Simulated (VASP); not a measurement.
# Ni (P6_3/mmc) in VASP: a series of runs, part 2 of 2

VASP 6.6.1. Earlier steps stand in the parts before.

## (4) Single point, PBEsol, collinear spin, antiferromagnetic start

This run uses another cell than the first one, of 10.57 Å³/atom.

Input file INCAR:

```
SYSTEM = Ni
  PREC = Accurate
  ENCUT = 520
  EDIFF = 1E-6
  ISMEAR = -1
  SIGMA = 0.1
  LREAL = .False.
  LASPH = .True.
  NELM = 150
  ALGO = Normal
  ISIF = 2
  LWAVE = .False.
  LCHARG = .False.
  ISPIN = 2
  MAGMOM = 1 -1
  LORBIT = 11
  LMAXMIX = 4
  GGA = PS
  NBANDS = 21
```

Input file KPOINTS:

```
regular mesh
0
Gamma
  16 16 8
  0 0 0
```

Input file POSCAR:

```
Ni
1.0
    2.4480200000      0.0000000000      0.0000000000
   -1.2240100000      2.1200500000      0.0000000000
    0.0000000000      0.0000000000      4.0728100000
Ni
2
Direct
    0.3333333333      0.6666666667      0.2500000000
    0.6666666667      0.3333333333      0.7500000000
```

Potentials or basis: VASP PAW PBE potentials, release 64 (Ni).

On the command line:

```bash
$ cat potpaw_PBE.64/Ni/POTCAR > POTCAR
$ mpirun -np 1 vasp_std > vasp.out
```

OUTCAR:

```text
SYSTEM = Ni
   PREC = Accurate
   ENCUT = 520
   EDIFF = 1E-6
   ISMEAR = -1
   LREAL = .False.
   LASPH = .True.
   NELM = 150
   ISIF = 2
   ISPIN = 2
   LORBIT = 11
   GGA = PS

 ion  position               nearest neighbor table
   1  0.333  0.667  0.250-   2 2.48   2 2.48   2 2.48   2 2.48   2 2.48   2 2.48
   2  0.667  0.333  0.750-   1 2.48   1 2.48   1 2.48   1 2.48   1 2.48   1 2.48

  LATTYP: Found a hexagonal cell.
 ALAT       =     2.4480200000
 C/A-ratio  =     1.6637159827

  Lattice vectors:

 A1 = (   2.4480200000,   0.0000000000,   0.0000000000)
 A2 = (  -1.2240100000,   2.1200500000,   0.0000000000)
 A3 = (   0.0000000000,   0.0000000000,   4.0728100000)

Analysis of symmetry for initial positions (statically):
=====================================================================
 Subroutine PRICEL returns:
 Original cell was already a primitive cell.

 Routine SETGRP: Setting up the symmetry group for a
 hexagonal supercell.

 Subroutine GETGRP returns: Found 24 space group operations
 (whereof 12 operations were pure point group operations)
 out of a pool of 24 trial point group operations.

The static configuration has the point symmetry D_3d.
 The point group associated with its full space group is D_6h.

Analysis of symmetry for dynamics (positions and initial velocities):
=====================================================================
 Subroutine PRICEL returns:
 Original cell was already a primitive cell.

 Routine SETGRP: Setting up the symmetry group for a
 hexagonal supercell.

 Subroutine GETGRP returns: Found 24 space group operations
 (whereof 12 operations were pure point group operations)
 out of a pool of 24 trial point group operations.

The dynamic configuration has the point symmetry D_3d.
 The point group associated with its full space group is D_6h.

Analysis of structural, dynamic, and magnetic symmetry:
=====================================================================
 Subroutine PRICEL returns:
 Original cell was already a primitive cell.

 Routine SETGRP: Setting up the symmetry group for a
 hexagonal supercell.

 Subroutine GETGRP returns: Found 24 space group operations
 (whereof 12 operations were pure point group operations)
 out of a pool of 24 trial point group operations.

The overall configuration has the point symmetry D_3d.
 The point group associated with its full space group is D_6h.

 Subroutine INISYM returns: Found 24 space group operations
 (whereof 12 operations are pure point group operations),
 and found     1 'primitive' translations

----------------------------------------------------------------------------------------

                                     Primitive cell

  volume of cell :      21.1376

  direct lattice vectors                    reciprocal lattice vectors
     2.448020000  0.000000000  0.000000000     0.408493395  0.235843494  0.000000000
    -1.224010000  2.120050000  0.000000000     0.000000000  0.471686989  0.000000000
     0.000000000  0.000000000  4.072810000     0.000000000  0.000000000  0.245530727

  length of vectors
     2.448020000  2.448022157  4.072810000     0.471687404  0.471686989  0.245530727

  position of ions in fractional coordinates (direct lattice)
     0.333333333  0.666666667  0.250000000
     0.666666667  0.333333333  0.750000000

  ion indices of the primitive-cell ions
[... 69 lines left out ...]
   ISPIN  =      2    spin polarized calculation?
   LNONCOLLINEAR =      F non collinear calculations
   LSORBIT =      F    spin-orbit coupling
   LASPH  =      T    aspherical Exc in radial PAW
   ENCUT  =  520.0 eV  38.22 Ry    6.18 a.u.   4.55  4.55  7.57*2*pi/ulx,y,z
   NELM   =    150;   NELMIN=  2; NELMDL= -5     # of ELM steps
   EDIFF  = 0.1E-05   stopping-criterion for ELM
   LREAL  =      F    real-space projection
   EDIFFG = 0.1E-04   stopping-criterion for IOM
   NSW    =      0    number of steps for IOM
   IBRION =     -1    ionic relax: 0-MD 1-quasi-New 2-CG
   NFREE  =      0    steps in history (QN), initial steepest desc. (CG)
   ISIF   =      2    stress and relaxation
   ISYM   =      2    0-nonsym 1-usesym 2-fastsym
   POTIM  = 0.5000    time-step for ionic-motion
   TEBEG  =    0.0;   TEEND  =   0.0 temperature during run
   PSTRESS=    0.0 pullay stress
   NELECT =      20.0000    total number of electrons
   NUPDOWN=      -1.0000    fix difference up-down
   EMIN   =  10.00;   EMAX   =-10.00  energy-range for DOS
   EFERMI =   0.00;   METHOD = LEGACY
   ISMEAR =    -1;   SIGMA  =   0.10  broadening in eV -4-tet -1-fermi 0-gaus
   EFERMI_NEDOS =   21; number of points for ismear=-14 and -15
   IALGO  =     38    algorithm
   IMIX   =      4    mixing-type and parameters
     AMIX     =   0.40;   BMIX     =  1.00
     AMIX_MAG =   1.60;   BMIX_MAG =  1.00
  volume/ion in A,a.u.               =      10.57        71.32
  Fermi-wavevector in a.u.,A,eV,Ry     =   1.607187  3.037143 35.144532  2.583050
  Thomas-Fermi vector in A             =   2.703256
   LORBIT       =     11    0 simple, 1 ext, 2 COOP (PROOUT), +10 PAW based schemes
   GGA     = PS    functional components
   LHFCALC =     F    Hartree Fock is set to
   AEXX    =    0.0000 exact exchange contribution
   IVDW    =     0    specifies the selected vdW correction
   LEPSILON=     F    determine dielectric tensor
   LRPA    =     F    only Hartree local field effects (RPA)
 spin polarized calculation
  energy-cutoff  :      520.00
  volume of cell :       21.14
 maximum number of plane-waves:       592
   NGX =  9   NGY =  9   NGZ = 15

 number of electron      19.9999995 magnetization       0.0000000

 number of electron      19.9999995 magnetization      -0.0000000

 Free energy of the ion-electron system (eV)
  ---------------------------------------------------
  ext. energy  EPLUGINS =         0.00000000
  ---------------------------------------------------
  free energy    TOTEN  =       -12.21616390 eV

  energy without entropy =      -12.03049276  energy(sigma->0) =      -12.12332833

 E-fermi :   9.4636     XC(G=0): -13.6055

 val. band max:        9.4596188068   @ k =   0.2500   0.2500   0.1250
 cond. band min:       9.4645917723   @ k =   0.4375  -0.0000   0.0000
 fundamental gap:      0.0049729655
 Fermi energy:         9.4635742473

 spin component 1

 k-point     1 :       0.0000    0.0000    0.0000
  band No.  band energies     occupation
      1       0.3344      1.00000
      2       4.7896      1.00000
      3       7.4149      1.00000
      4       7.5580      1.00000
      5       7.5580      1.00000
      6       7.8325      1.00000
[... 565 lines left out ...]
     20      38.9861      0.00000
     21      41.0490      0.00000

 [... further k-points ...]

 spin component 2

 k-point     1 :       0.0000    0.0000    0.0000
  band No.  band energies     occupation
      1       0.3344      1.00000
      2       4.7896      1.00000
      3       7.4149      1.00000
      4       7.5580      1.00000
      5       7.5580      1.00000
      6       7.8325      1.00000
[... 565 lines left out ...]
     20      38.9861      0.00000
     21      41.0490      0.00000

 [... further k-points ...]

------------------------ aborting loop because EDIFF is reached ----------------------------------------

  FORCE on cell =-STRESS in cart. coord.  units (eV):
  Direction    XX          YY          ZZ          XY          YZ          ZX
  --------------------------------------------------------------------------------------
  -------------------------------------------------------------------------------------
  Total       -0.3573353     -0.3573362     -0.7425913      0.0000000     -0.0000000      0.0000000
  in kB      -27.0851539    -27.0852175    -56.2866237      0.0000000     -0.0000000      0.0000000
  external PRESSURE =     -36.8189984 kB  Pullay stress =       0.0000000 kB

 VOLUME and BASIS-vectors are now :
 -----------------------------------------------------------------------------
  energy-cutoff  :      520.00
  volume of cell :       21.14
      direct lattice vectors                 reciprocal lattice vectors
     2.448020000  0.000000000  0.000000000     0.408493395  0.235843494  0.000000000
    -1.224010000  2.120050000  0.000000000     0.000000000  0.471686989  0.000000000
     0.000000000  0.000000000  4.072810000     0.000000000  0.000000000  0.245530727

 POSITION                                       TOTAL-FORCE (eV/Angst)
 -----------------------------------------------------------------------------------
     -0.00000      1.41337      1.01820        -0.000000      0.000000      0.000000
      1.22401      0.70668      3.05461         0.000000     -0.000000      0.000000
 -----------------------------------------------------------------------------------
    total drift:                               -0.000000      0.000000     -0.000000

  FREE ENERGIE OF THE ION-ELECTRON SYSTEM (eV)
  ---------------------------------------------------
  free  energy   TOTEN  =       -12.2161639016 eV

  energy  without entropy=      -12.0304927617  energy(sigma->0) =      -12.12332833

 total charge

# of ion       s       p       d       tot
------------------------------------------
    1        0.509   0.524   8.337   9.370
    2        0.509   0.524   8.337   9.370
--------------------------------------------------
tot          1.018   1.048  16.674  18.740

 magnetization (x)

# of ion       s       p       d       tot
------------------------------------------
    1        0.000   0.000  -0.000  -0.000
    2       -0.000  -0.000   0.000   0.000
--------------------------------------------------
tot          0.000   0.000   0.000   0.000
```

Wall time 96 s (1 thread of Intel Xeon Platinum 8488C (Sapphire Rapids), shared host); peak memory 0.2 GiB.

What came out:

| Property | Result |
| --- | --- |
| Free energy | -12.2162 eV |
| Pressure | -3.7 GPa |
| Band gap on the k mesh | zero (filled and empty bands overlap) |
| Net moment | 0.00 μB per cell |
| Valence electrons inside the program's atomic spheres | Ni 9.37 |

Caveat: the cell stands under tension; the PAW data sets were made with another functional, which shifts forces and pressure a little.

## (5) Single point, PBEsol, collinear spin, antiferromagnetic start

This run uses another cell than the first one, of 10.83 Å³/atom.

Input file INCAR:

```
SYSTEM = Ni
  PREC = Accurate
  ENCUT = 520
  EDIFF = 1E-7
  ISMEAR = -1
  SIGMA = 0.1
  LREAL = .FALSE.
  LASPH = .TRUE.
  NELM = 150
  ALGO = Normal
  ISIF = 2
  LWAVE = .FALSE.
  LCHARG = .FALSE.
  ISPIN = 2
  MAGMOM = 1 -1
  LORBIT = 11
  LMAXMIX = 4
  GGA = PS
  NBANDS = 21
```

Input file KPOINTS:

```
Automatic mesh
0
G
  16 16 8
  0 0 0
```

Input file POSCAR:

```
Ni
1.0
    2.4682524878      0.0000000000      0.0000000000
   -1.2341262439      2.1375718690      0.0000000000
    0.0000000000      0.0000000000      4.1064711133
Ni
2
Direct
    0.3333333333      0.6666666667      0.2500000000
    0.6666666667      0.3333333333      0.7500000000
```

On the command line:

```bash
$ cat potpaw_PBE.64/Ni/POTCAR > POTCAR
$ mpirun -np 1 vasp_std > vasp.out
```

It took 1.7 min on 1 thread of Intel Xeon Platinum 8488C (Sapphire Rapids), shared host; peak memory 0.21 GiB.

Results (log left out):

```yaml
Free_energy: -12.1958 eV
Pressure: -8.5 GPa
Band_gap_on_the_k_mesh: zero (filled and empty bands overlap)
Net_moment: 0.00 μB per cell
Valence_electrons_inside_the_program's_atomic_spheres: Ni 9.32
```

Stress tensor (GPa, compression positive):
```
 -7.63   0.00   0.00
  0.00  -7.64   0.00
  0.00   0.00 -10.32
```

Levels at points of the mesh, in eV from the Fermi level:
Spin up:
```tsv
k point	band 7	band 8	band 9	band 10	band 11	band 12	band 13	band 14
(0.00, 0.00, 0.00)	-1.57	-1.09	-1.09	-0.41	-0.16	-0.16	5.78	22.93
(0.50, 0.00, 0.00)	-1.57	-0.02	0.00	0.10	1.58	3.43	9.45	9.96
(0.00, 0.00, 0.50)	-1.87	-1.87	-0.45	-0.45	-0.45	-0.45	14.17	14.17
(0.50, 0.00, 0.50)	-0.50	-0.50	0.05	0.05	1.67	1.67	7.15	7.15
```
Spin down:
```tsv
k point	band 7	band 8	band 9	band 10	band 11	band 12	band 13	band 14
(0.00, 0.00, 0.00)	-1.57	-1.09	-1.09	-0.41	-0.16	-0.16	5.78	22.93
(0.50, 0.00, 0.00)	-1.57	-0.02	0.00	0.10	1.58	3.43	9.45	9.96
(0.00, 0.00, 0.50)	-1.87	-1.87	-0.45	-0.45	-0.45	-0.45	14.17	14.17
(0.50, 0.00, 0.50)	-0.50	-0.50	0.05	0.05	1.67	1.67	7.15	7.15
```

Caveat: the cell stands under tension; the PAW data sets were made with another functional, which shifts forces and pressure a little.

## (6) Summary

| cell | gap on the mesh (eV) | pressure (GPa) | moment (μB) |
| --- | --- | --- | --- |
| a = 2.407, b = 2.407, c = 4.004 Å, angles 90.0, 90.0, 120.0°, 2 atoms | none | 8.3 | 0.00 |
| a = 2.427, b = 2.427, c = 4.039 Å, angles 90.0, 90.0, 120.0°, 2 atoms | none | 1.9 | 0.00 |
| a = 2.448, b = 2.448, c = 4.073 Å, angles 90.0, 90.0, 120.0°, 2 atoms | none | -3.7 | 0.00 |
| a = 2.468, b = 2.468, c = 4.106 Å, angles 90.0, 90.0, 120.0°, 2 atoms | none | -8.5 | 0.00 |

Alike in all rows: task single point; level PBEsol; potentials or basis VASP PAW PBE potentials, release 64 (Ni); spin collinear, antiferromagnetic start; k mesh 16 × 16 × 8; cutoff (eV) 520; smearing fermi-dirac 0.1 eV.

Caveats: the PAW data sets were made with another functional, which shifts forces and pressure a little; the cell stands under tension (at least some runs); the cell stands under pressure (at least some runs).

Total energies depend on the potentials used, so only differences within one code and one set of settings carry meaning.
